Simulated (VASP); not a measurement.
# Sn (R-3m) in VASP: a series of runs, part 2 of 2

VASP 6.6.1.

## Step 3: Electric field gradients, PBE (equal xy, yz and zx shear strains of +1 %)

Input file INCAR:

```
PREC = Accurate
ENCUT = 520
EDIFF = 1E-8
ISMEAR = -1
SIGMA = 0.03
LREAL = F
LASPH = T
NELM = 60
ALGO = Normal
ISIF = 2
LWAVE = F
LCHARG = F
GGA = PE
LEFG = T
NBANDS = 21
```

Input file KPOINTS:

```
regular mesh
0
Gamma
  9 9 9
```

Input file POSCAR:

```
Sn
1.0
    0.0324560000      3.2618280000      3.2618280000
    3.2618280000      0.0324560000      3.2618280000
    3.2618280000      3.2618280000      0.0324560000
Sn
2
Direct
    0.5000000000      0.5000000000      0.5000000000
    0.7500000000      0.7500000000      0.7500000000
```

Potentials or basis: VASP PAW PBE potentials, release 64 (Sn_d).

Run with:

```sh
$ cat potpaw_PBE.64/Sn_d/POTCAR > POTCAR
$ mpirun -np 1 vasp_std > vasp.out
```

OUTCAR:

```text
PREC = Accurate
   ENCUT = 520
   EDIFF = 1E-8
   ISMEAR = -1
   LREAL = F
   LASPH = T
   NELM = 60
   ISIF = 2
   GGA = PE

 ion  position               nearest neighbor table
   1  0.500  0.500  0.500-   2 2.80   2 2.80   2 2.80   2 2.84
   2  0.750  0.750  0.750-   1 2.80   1 2.80   1 2.80   1 2.84

  LATTYP: Found a trigonal (rhomboedric) cell.
 ALAT       =     4.6130355727
 COS(alpha) =     0.5099250056

  Lattice vectors:

 A1 = (   0.0324560000,   3.2618280000,   3.2618280000)
 A2 = (   3.2618280000,   0.0324560000,   3.2618280000)
 A3 = (   3.2618280000,   3.2618280000,   0.0324560000)

Analysis of symmetry for initial positions (statically):
=====================================================================
 Subroutine PRICEL returns:
 Original cell was already a primitive cell.

 Routine SETGRP: Setting up the symmetry group for a
 trigonal (rhombohedral) supercell.

 Subroutine GETGRP returns: Found 12 space group operations
 (whereof  6 operations were pure point group operations)
 out of a pool of 12 trial point group operations.

The static configuration has the point symmetry C_3v.
 The point group associated with its full space group is D_3d.

Analysis of symmetry for dynamics (positions and initial velocities):
=====================================================================
 Subroutine PRICEL returns:
 Original cell was already a primitive cell.

 Routine SETGRP: Setting up the symmetry group for a
 trigonal (rhombohedral) supercell.

 Subroutine GETGRP returns: Found 12 space group operations
 (whereof  6 operations were pure point group operations)
[... 158 lines left out ...]
  band No.  band energies     occupation
      1     -16.0566      2.00000
      2     -16.0566      2.00000
      3     -16.0308      2.00000
      4     -15.9885      2.00000
      5     -15.9885      2.00000
      6     -15.6947      2.00000
[... 565 lines left out ...]
     20      15.5366      0.00000
     21      15.8074      0.00000

 [... further k-points ...]

------------------------ aborting loop because EDIFF is reached ----------------------------------------

  FORCE on cell =-STRESS in cart. coord.  units (eV):
  Direction    XX          YY          ZZ          XY          YZ          ZX
  --------------------------------------------------------------------------------------
  -------------------------------------------------------------------------------------
  Total        1.3491755      1.3491755      1.3491755     -0.2217691     -0.2217691     -0.2217691
  in kB       31.6152424     31.6152424     31.6152424     -5.1967173     -5.1967173     -5.1967173
  external PRESSURE =      31.6152424 kB  Pullay stress =       0.0000000 kB

 VOLUME and BASIS-vectors are now :
 -----------------------------------------------------------------------------
  energy-cutoff  :      520.00
  volume of cell :       68.37
      direct lattice vectors                 reciprocal lattice vectors
     0.032456000  3.261828000  3.261828000    -0.155595344  0.154062385  0.154062385
     3.261828000  0.032456000  3.261828000     0.154062385 -0.155595344  0.154062385
     3.261828000  3.261828000  0.032456000     0.154062385  0.154062385 -0.155595344

 POSITION                                       TOTAL-FORCE (eV/Angst)
 -----------------------------------------------------------------------------------
      3.27806      3.27806      3.27806         0.093048      0.093048      0.093048
      4.91708      4.91708      4.91708        -0.093048     -0.093048     -0.093048
 -----------------------------------------------------------------------------------
    total drift:                                0.000000      0.000000      0.000000

  FREE ENERGIE OF THE ION-ELECTRON SYSTEM (eV)
  ---------------------------------------------------
  free  energy   TOTEN  =        -7.6361835842 eV

  energy  without entropy=       -7.6356212695  energy(sigma->0) =       -7.63590243

 Electric field gradients (V/A^2)
---------------------------------------------------------------------
 ion       V_xx      V_yy      V_zz      V_xy      V_xz      V_yz
---------------------------------------------------------------------
   1      -0.000    -0.000     0.000     7.527     7.527     7.527
   2      -0.000    -0.000     0.000     7.527     7.527     7.527
---------------------------------------------------------------------

 Electric field gradients after diagonalization (V/A^2)
 (convention: |V_zz| > |V_xx| > |V_yy|)
----------------------------------------------------------------------
 ion       V_xx      V_yy      V_zz     asymmetry (V_yy - V_xx)/ V_zz
----------------------------------------------------------------------
   1      -7.527    -7.527    15.055       0.000
   2      -7.527    -7.527    15.055       0.000
----------------------------------------------------------------------

           NMR quadrupolar parameters

 Cq : quadrupolar parameter    Cq=e*Q*V_zz/h
 eta: asymmetry parameters     (V_yy - V_xx)/ V_zz
 Q  : nuclear electric quadrupole moment in mb (millibarn)
----------------------------------------------------------------------
 ion       Cq(MHz)       eta       Q (mb)
----------------------------------------------------------------------
   1       0.036       0.000       1.000
   2       0.036       0.000       1.000
----------------------------------------------------------------------
```

OSZICAR:

```text
N       E                     dE             d eps       ncg     rms          rms(c)
DAV:   1     0.230082343979E+03    0.23008E+03   -0.14908E+04  3600   0.196E+03
DAV:   2     0.176741689011E+02   -0.21241E+03   -0.20800E+03  3580   0.449E+02
DAV:   3    -0.687154607283E+01   -0.24546E+02   -0.24402E+02  4190   0.140E+02
DAV:   4    -0.767019521834E+01   -0.79865E+00   -0.79835E+00  4045   0.287E+01
DAV:   5    -0.769728146456E+01   -0.27086E-01   -0.27086E-01  5148   0.513E+00    0.323E+00
DAV:   6    -0.765421628271E+01    0.43065E-01   -0.28587E-02  4838   0.202E+00    0.189E+00
DAV:   7    -0.763391604087E+01    0.20300E-01   -0.45977E-02  3936   0.221E+00    0.163E-01
DAV:   8    -0.763578500137E+01   -0.18690E-02   -0.59613E-03  4010   0.854E-01    0.497E-02
DAV:   9    -0.763615268539E+01   -0.36768E-03   -0.46926E-04  4233   0.160E-01    0.137E-02
DAV:  10    -0.763617916117E+01   -0.26476E-04   -0.43678E-05  4325   0.500E-02    0.579E-03
DAV:  11    -0.763618369521E+01   -0.45340E-05   -0.72944E-06  4032   0.216E-02    0.117E-03
DAV:  12    -0.763618353719E+01    0.15802E-06   -0.51235E-07  4605   0.844E-03    0.829E-04
DAV:  13    -0.763618354838E+01   -0.11181E-07   -0.51481E-08  3354   0.177E-03    0.235E-04
DAV:  14    -0.763618358786E+01   -0.39488E-07   -0.53297E-09  2780   0.752E-04    0.117E-04
DAV:  15    -0.763618358422E+01    0.36475E-08   -0.21159E-09  2495   0.420E-04
   1 F= -.76361836E+01 E0= -.76359024E+01  d E =-.562315E-03
```

It took 88 s on 1 thread of Intel Xeon Platinum 8375C at 2.90GHz (Ice Lake), shared host; peak memory 0.25 GiB.

What came out:

- Free energy: -7.6362 eV
- Pressure: 3.2 GPa
- Largest force: 0.161 eV/Å
- Band gap on the k mesh: zero (bands 14 and 15 overlap by 0.11 eV)
- Largest electric field gradient by atom: Sn +15.1 V/Å²

Forces on the atoms (eV/Å):
```
Sn   0.093  0.093  0.093
Sn  -0.093 -0.093 -0.093
```

Electric field gradients, principal values (V/Å²):
| atom | least | middle | greatest (by size) |
| --- | --- | --- | --- |
| 1 Sn | -7.527 | -7.527 | 15.055 |
| 2 Sn | -7.527 | -7.527 | 15.055 |

Caveat: the cell differs from its parent crystal (equal xy, yz and zx shear strains of +1 %); the cell stands under pressure; without QUAD_EFG the Cq values of the log hold for a quadrupole moment of 1 mb, not for the nuclei; spin-orbit coupling is left out, which moves the levels of the heavy elements.
